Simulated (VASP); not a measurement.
# H3C2N in VASP: single point with r2SCAN+D3(BJ)

Aim: the single point of H3C2N with r2SCAN+D3(BJ).

Everything below comes from runs of VASP 6.6.1. Logs are shortened: lines on timing, memory, paths and dates and some standing lists are left out, and cuts for length are marked.

## Step 1: The cell of the first run

The cell holds an amorphous packing of atoms, 36 atoms: a = 8.788 Å, b = 8.788 Å, c = 8.788 Å, α = 90.00°, β = 90.00°, γ = 90.00°.

## Step 2: Single point, r2SCAN+D3(BJ)

Input file POSCAR:

```
H3C2N
1.0
    8.7876200000      0.0000000000      0.0000000000
    0.0000000000      8.7876200000      0.0000000000
    0.0000000000      0.0000000000      8.7876200000
C N H
12 6 18
Direct
    0.2725873950      0.2608452477      0.4596078499
    0.1333145070      0.3026080087      0.5366397124
    0.0627330903      0.8605923801      0.5232223945
    0.1118847387      0.9026313951      0.6746020796
    0.7353624621      0.3982222815      0.3427488849
    0.7112597733      0.4191798824      0.1815557338
    0.9051903961      0.7803435006      0.0882556110
    1.0060081066      0.6742208282      0.1630304106
    0.4202639170      0.7286993071      0.0336748407
    0.4740451212      0.7360114302      0.1890579710
    0.0467591905      0.2793757603      0.9661230377
    0.0192563375      0.1956077182      1.1047674278
    0.0220772376      0.3344719654      0.5985730915
    0.1515580750      0.9355392798      0.7955150483
    0.6912573637      0.4383961881      0.0531088188
    1.0860502396      0.5890019822      0.2235951129
    0.5194711243      0.7415323318      0.3121590689
   -0.0021273153      0.1277865556      1.2152782086
    0.3250372766      0.3620071924      0.4100770267
    0.3513553310      0.2080347341      0.5399601794
    0.2460028080      0.1806790866      0.3686985609
    0.0236890840      0.9607394973      0.4610056093
    0.1564679390      0.8082229811      0.4610379136
   -0.0297513479      0.7782084452      0.5304850014
    0.6742220201      0.4865187330      0.4048562232
    0.6949496961      0.2862614615      0.3776065622
    0.8561621602      0.4053076131      0.3693644692
    0.8774275738      0.8733703981      0.1655264446
    0.9618230351      0.8280100003     -0.0114799231
    0.8013690392      0.7209339223      0.0543064007
    0.4430562721      0.8356595074     -0.0249754044
    0.4785177759      0.6360072611     -0.0248185485
    0.2978938653      0.7085357925      0.0322000079
    0.0782276774      0.3961575130      0.9943384206
    0.1379605979      0.2242633284      0.9020684629
   -0.0552561642      0.2812171891      0.8951640907
```

Input file INCAR.step1:

```
ALGO = Normal ; EDIFF = 1E-4
ENCUT = 520 ; GGA = PE
ISMEAR = -1 ; LASPH = True
LCHARG = False ; LREAL = Auto
LWAVE = True ; NBANDS = 72
NELM = 100 ; PREC = Accurate
SIGMA = 0.02
```

Input file INCAR.step2:

```
ALGO = Normal ; EDIFF = 1E-6
ENCUT = 520 ; ISIF = 2
ISMEAR = -1 ; ISTART = 1
IVDW = 12 ; LASPH = True
LCHARG = False ; LMIXTAU = True
LREAL = Auto ; LWAVE = False
METAGGA = R2SCAN ; NBANDS = 72
NELM = 100 ; PREC = Accurate
SIGMA = 0.02 ; VDW_A1 = 0.49484001
VDW_A2 = 5.73083694 ; VDW_S6 = 1.0
VDW_S8 = 0.78981345
```

Input file KPOINTS:

```
k-points
0
Gamma
  1 1 1
```

Potentials or basis: VASP PAW PBE potentials, release 64 (C, N, H).

The run is started by

```sh
$ cat potpaw_PBE.64/C/POTCAR potpaw_PBE.64/N/POTCAR potpaw_PBE.64/H/POTCAR > POTCAR
$ cp INCAR.step1 INCAR
$ mpirun -np 1 vasp_gam > vasp.out
$ cp INCAR.step2 INCAR
$ mpirun -np 1 vasp_gam > vasp.out
```

OUTCAR:

```text
EDIFF = 1E-6
   ENCUT = 520
   ISIF = 2
   ISMEAR = -1
   ISTART = 1
   IVDW = 12
   LASPH = True
   LREAL = Auto
   METAGGA = R2SCAN
   NELM = 100
   PREC = Accurate
 IVDW          = 12

 ion  position               nearest neighbor table
   1  0.273  0.261  0.460-  21 1.09  19 1.09  20 1.09   2 1.45
   2  0.133  0.303  0.537-  13 1.15   1 1.45
   3  0.063  0.861  0.523-  24 1.09  23 1.09  22 1.09   4 1.45
   4  0.112  0.903  0.675-  14 1.16   3 1.45
   5  0.735  0.398  0.343-  27 1.09  26 1.09  25 1.09   6 1.44
   6  0.711  0.419  0.182-  15 1.15   5 1.44
   7  0.905  0.780  0.088-  28 1.09  29 1.09  30 1.09   8 1.44
   8  0.006  0.674  0.163-  16 1.16   7 1.44
   9  0.420  0.729  0.034-  33 1.09  31 1.09  32 1.09  10 1.45
  10  0.474  0.736  0.189-  17 1.15   9 1.45
  11  0.047  0.279  0.966-  34 1.09  36 1.09  35 1.09  12 1.44
  12  0.019  0.196  0.105-  18 1.15  11 1.44
  13  0.022  0.334  0.599-   2 1.15
  14  0.152  0.936  0.796-   4 1.16
  15  0.691  0.438  0.053-   6 1.15
  16  0.086  0.589  0.224-   8 1.16
  17  0.519  0.742  0.312-  10 1.15
  18  0.998  0.128  0.215-  12 1.15
[... 16 lines left out ...]
  35  0.138  0.224  0.902-  11 1.09
  36  0.945  0.281  0.895-  11 1.09

  LATTYP: Found a simple cubic cell.
 ALAT       =     8.7876200000

  Lattice vectors:

 A1 = (   8.7876200000,   0.0000000000,   0.0000000000)
 A2 = (   0.0000000000,   8.7876200000,   0.0000000000)
 A3 = (   0.0000000000,   0.0000000000,   8.7876200000)

Analysis of symmetry for initial positions (statically):
=====================================================================
 Subroutine PRICEL returns:
 Original cell was already a primitive cell.

 Routine SETGRP: Setting up the symmetry group for a
 simple cubic supercell.

 Subroutine GETGRP returns: Found  1 space group operations
 (whereof  1 operations were pure point group operations)
 out of a pool of 48 trial point group operations.

The static configuration has the point symmetry C_1 .

Analysis of symmetry for dynamics (positions and initial velocities):
=====================================================================
 Subroutine PRICEL returns:
 Original cell was already a primitive cell.

 Routine SETGRP: Setting up the symmetry group for a
 simple cubic supercell.

 Subroutine GETGRP returns: Found  1 space group operations
 (whereof  1 operations were pure point group operations)
 out of a pool of 48 trial point group operations.

The dynamic configuration has the point symmetry C_1 .

 Subroutine INISYM returns: Found  1 space group operations
 (whereof  1 operations are pure point group operations),
 and found     1 'primitive' translations

----------------------------------------------------------------------------------------

                                     Primitive cell

  volume of cell :     678.5999

  direct lattice vectors                    reciprocal lattice vectors
     8.787620000  0.000000000  0.000000000     0.113796455  0.000000000  0.000000000
     0.000000000  8.787620000  0.000000000     0.000000000  0.113796455  0.000000000
     0.000000000  0.000000000  8.787620000     0.000000000  0.000000000  0.113796455

  length of vectors
     8.787620000  8.787620000  8.787620000     0.113796455  0.113796455  0.113796455

  position of ions in fractional coordinates (direct lattice)
     0.272587395  0.260845248  0.459607850
     0.133314507  0.302608009  0.536639712
     0.062733090  0.860592380  0.523222395
     0.111884739  0.902631395  0.674602080
     0.735362462  0.398222281  0.342748885
     0.711259773  0.419179882  0.181555734
[... 28 lines left out ...]
     0.137960598  0.224263328  0.902068463
     0.944743836  0.281217189  0.895164091

  ion indices of the primitive-cell ions
   primitive index   ion index
                 1           1
                 2           2
                 3           3
                 4           4
                 5           5
                 6           6
[... 28 lines left out ...]
                35          35
                36          36

----------------------------------------------------------------------------------------

 KPOINTS: k-points

Automatic generation of k-mesh.
 Grid dimensions read from file:
 generate k-points for:    1    1    1

 Generating k-lattice:

  Cartesian coordinates                     Fractional coordinates (reciprocal lattice)
     0.113796455  0.000000000  0.000000000     1.000000000  0.000000000  0.000000000
     0.000000000  0.113796455  0.000000000     0.000000000  1.000000000  0.000000000
     0.000000000  0.000000000  0.113796455     0.000000000  0.000000000  1.000000000

  Length of vectors
     0.113796455  0.113796455  0.113796455

  Shift w.r.t. Gamma in fractional coordinates (k-lattice)
     0.000000000  0.000000000  0.000000000

 Subroutine IBZKPT returns following result:
 ===========================================

 Found      1 irreducible k-points:

 Following reciprocal coordinates:
            Coordinates               Weight
  0.000000  0.000000  0.000000      1.000000
   k-points           NKPTS =      1   k-points in BZ     NKDIM =      1   number of bands    NBANDS=     72
   number of dos      NEDOS =    301   number of ions     NIONS =     36
   total plane-waves  NPLWV = 343000
   dimension x,y,z NGX =    70 NGY =   70 NGZ =   70
   dimension x,y,z NGXF=   140 NGYF=  140 NGZF=  140
   ions per type =              12   6  18
   NGX,Y,Z   is equivalent  to a cutoff of  13.24, 13.24, 13.24 a.u.
   NGXF,Y,Z  is equivalent  to a cutoff of  26.49, 26.49, 26.49 a.u.
 SYSTEM =  unknown system
   PREC   = accura    normal or accurate (medium, high low for compatibility)
   ISTART =      1    job   : 0-new  1-cont  2-samecut
   ICHARG =      0    charge: 1-file 2-atom 10-const
   ISPIN  =      1    spin polarized calculation?
   LNONCOLLINEAR =      F non collinear calculations
   LSORBIT =      F    spin-orbit coupling
   LASPH  =      T    aspherical Exc in radial PAW
   ENCUT  =  520.0 eV  38.22 Ry    6.18 a.u.  16.34 16.34 16.34*2*pi/ulx,y,z
   NELM   =    100;   NELMIN=  2; NELMDL=  0     # of ELM steps
   EDIFF  = 0.1E-05   stopping-criterion for ELM
   LREAL  =      T    real-space projection
   EDIFFG = 0.1E-04   stopping-criterion for IOM
   NSW    =      0    number of steps for IOM
   IBRION =     -1    ionic relax: 0-MD 1-quasi-New 2-CG
   NFREE  =      0    steps in history (QN), initial steepest desc. (CG)
   ISIF   =      2    stress and relaxation
   ISYM   =      2    0-nonsym 1-usesym 2-fastsym
   POTIM  = 0.5000    time-step for ionic-motion
   TEBEG  =    0.0;   TEEND  =   0.0 temperature during run
   PSTRESS=    0.0 pullay stress
   NELECT =      96.0000    total number of electrons
   NUPDOWN=      -1.0000    fix difference up-down
   EMIN   =  10.00;   EMAX   =-10.00  energy-range for DOS
   EFERMI =   0.00;   METHOD = LEGACY
   ISMEAR =    -1;   SIGMA  =   0.02  broadening in eV -4-tet -1-fermi 0-gaus
   EFERMI_NEDOS =   21; number of points for ismear=-14 and -15
   IALGO  =     38    algorithm
   IMIX   =      4    mixing-type and parameters
     AMIX     =   0.40;   BMIX     =  1.00
     AMIX_MAG =   1.60;   BMIX_MAG =  1.00
  volume/ion in A,a.u.               =      18.85       127.21
  Fermi-wavevector in a.u.,A,eV,Ry     =   0.853023  1.611979  9.900251  0.727648
  Thomas-Fermi vector in A             =   1.969401
   LORBIT       =      0    0 simple, 1 ext, 2 COOP (PROOUT), +10 PAW based schemes
   METAGGA = R2SCAN    functional components
   LHFCALC =     F    Hartree Fock is set to
   AEXX    =    0.0000 exact exchange contribution
   IVDW    =    12    specifies the selected vdW correction
   LEPSILON=     F    determine dielectric tensor
   LRPA    =     F    only Hartree local field effects (RPA)
 non-spin polarized calculation
  energy-cutoff  :      520.00
  volume of cell :      678.60
 maximum number of plane-waves:      9139
 NGX is ok and might be reduce to    70
   NGX = 33   NGY = 33   NGZ = 33

 number of electron      95.9999996 magnetization

 Free energy of the ion-electron system (eV)
  ---------------------------------------------------
  ext. energy  EPLUGINS =         0.00000000
  ---------------------------------------------------
  free energy    TOTEN  =      -235.59898379 eV

  energy without entropy =     -235.59898379  energy(sigma->0) =     -235.59898379

 E-fermi :  -5.3281     XC(G=0):  -5.0923

 val. band max:       -5.8471714597   @ k =   0.0000   0.0000   0.0000
 cond. band min:       1.4010659940   @ k =   0.0000   0.0000   0.0000
 fundamental gap:      7.2482374537
 Fermi energy:        -5.3281415545

 k-point     1 :       0.0000    0.0000    0.0000
  band No.  band energies     occupation
      1     -21.7992      2.00000
      2     -21.7734      2.00000
      3     -21.6687      2.00000
      4     -21.6047      2.00000
      5     -21.5907      2.00000
      6     -21.5442      2.00000
[... 52 lines left out ...]
     59       2.5068      0.00000
     60       2.5978      0.00000
 [bands above 60 left out]

------------------------ aborting loop because EDIFF is reached ----------------------------------------

 Edisp (eV)   -0.63532

 E8    (eV) :    -0.1124

  FORCE on cell =-STRESS in cart. coord.  units (eV):
  Direction    XX          YY          ZZ          XY          YZ          ZX
  --------------------------------------------------------------------------------------
  -------------------------------------------------------------------------------------
  Total      -0.56076    -1.10521     1.48681    -0.01486    -0.00465     0.09500
  in kB      -1.32396    -2.60940     3.51036    -0.03508    -0.01098     0.22429
  external pressure =       -0.14 kB  Pullay stress =        0.00 kB

 VOLUME and BASIS-vectors are now :
 -----------------------------------------------------------------------------
  energy-cutoff  :      520.00
  volume of cell :      678.60
      direct lattice vectors                 reciprocal lattice vectors
     8.787620000  0.000000000  0.000000000     0.113796455  0.000000000  0.000000000
     0.000000000  8.787620000  0.000000000     0.000000000  0.113796455  0.000000000
     0.000000000  0.000000000  8.787620000     0.000000000  0.000000000  0.113796455

 POSITION                                       TOTAL-FORCE (eV/Angst)
 -----------------------------------------------------------------------------------
      2.39539      2.29221      4.03886         0.012531      0.031949      0.013968
      1.17152      2.65920      4.71579         0.519449     -0.163442     -0.285245
      0.55127      7.56256      4.59788         0.025573      0.001369      0.065730
      0.98320      7.93198      5.92815        -0.149892     -0.132317     -0.507340
      6.46209      3.49943      3.01195        -0.007828     -0.031341     -0.031302
      6.25028      3.68359      1.59544         0.065028     -0.069408      0.563772
[... 28 lines left out ...]
      1.21235      1.97074      7.92703        -0.050734      0.035024      0.027480
      8.30205      2.47123      7.86636         0.041084      0.010410      0.054674
 -----------------------------------------------------------------------------------
    total drift:                               -0.038374     -0.028000     -0.009210

  FREE ENERGIE OF THE ION-ELECTRON SYSTEM (eV)
  ---------------------------------------------------
  free  energy   TOTEN  =      -236.2343014461 eV

  energy  without entropy=     -236.2343014461  energy(sigma->0) =     -236.23430145
```

It took 6.9 min on 1 thread of AMD EPYC 7R43 (Zen 3), shared host; peak memory 0.73 GiB.

What came out:

```yaml
Free_energy: -236.2343 eV
Pressure: 0.0 GPa
Largest_force: 0.642 eV/Å
Band_gap_on_the_k_mesh: 7.25 eV
Dispersion_energy_per_atom: -0.018 eV
```

Forces in eV/Å, atoms in the order of the input:
```
C    0.013  0.032  0.014
C    0.519 -0.163 -0.285
C    0.026  0.001  0.066
C   -0.150 -0.132 -0.507
C   -0.008 -0.031 -0.031
C    0.065 -0.069  0.564
C   -0.013 -0.063 -0.001
C   -0.306  0.235 -0.147
C    0.010  0.028  0.030
C   -0.198 -0.022 -0.608
C    0.007 -0.032 -0.041
C    0.064  0.318 -0.517
N   -0.528  0.173  0.299
N    0.158  0.131  0.492
N   -0.079  0.087 -0.576
N    0.265 -0.245  0.174
N    0.206  0.016  0.608
N   -0.075 -0.291  0.518
H   -0.014  0.000 -0.007
H   -0.006  0.015 -0.018
H    0.009 -0.017 -0.032
H   -0.019  0.037 -0.034
H    0.046 -0.024 -0.024
H   -0.034 -0.032 -0.005
H   -0.028  0.045  0.036
H   -0.005 -0.035  0.019
H    0.059  0.008  0.013
H   -0.012  0.025  0.012
H    0.012  0.026 -0.036
H    0.036  0.003 -0.007
H   -0.009  0.019 -0.007
H    0.011 -0.041 -0.027
H   -0.009 -0.018  0.005
H   -0.001 -0.030 -0.021
H   -0.051  0.035  0.027
H    0.041  0.010  0.055
```

Caveat: the k points lie up to 0.72 Å⁻¹ apart; the PAW data sets were made with another functional, which shifts forces and pressure a little.
